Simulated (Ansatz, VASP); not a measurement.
## Two plane-wave programs on MgB2

```
CELL_PARAMETERS angstrom
3.06276 0.00000 0.00000
-1.53138 2.65243 0.00000
0.00000 0.00000 3.52087
ATOMIC_POSITIONS crystal
Mg 0.00000 0.00000 0.00000
B 0.66667 0.33333 0.50000
B 0.33333 0.66667 0.50000
```

Alike in both runs: task single point; functional PBE; k mesh 6 × 6 × 6; occupations gaussian, width 0.1 eV; no spin polarisation.

|  | VASP | Ansatz |
| --- | --- | --- |
| version | VASP 6.6.1 | Ansatz 0.2.0 |
| potentials or method | VASP PAW PBE potentials, release 64 (Mg, B), cutoff 600 eV | scalar-relativistic, plane waves, PAW |
| valence electrons in the cell | 8 | 16 |

Ansatz gave:

| Item | Value |
| --- | --- |
| gap on the k mesh at the Fermi level (eV) | none |
| pressure (GPa) | 1.7 |
| traceless stress, the component that is largest in VASP (GPa) | -3.04 |

**Question.** Which values does VASP return?

**Answer.** gap on the k mesh at the Fermi level (eV): none; pressure (GPa): 1.5; traceless stress, the component that is largest in VASP (GPa): -3.20.

A gap of «none» marks a metal or a gap that the smearing closes. VASP's potentials hold 8 valence electrons a cell and Ansatz's 16, so a difference there can come from the potentials and not from the codes.

The k mesh is coarse, so the values compare programs but aren't converged.
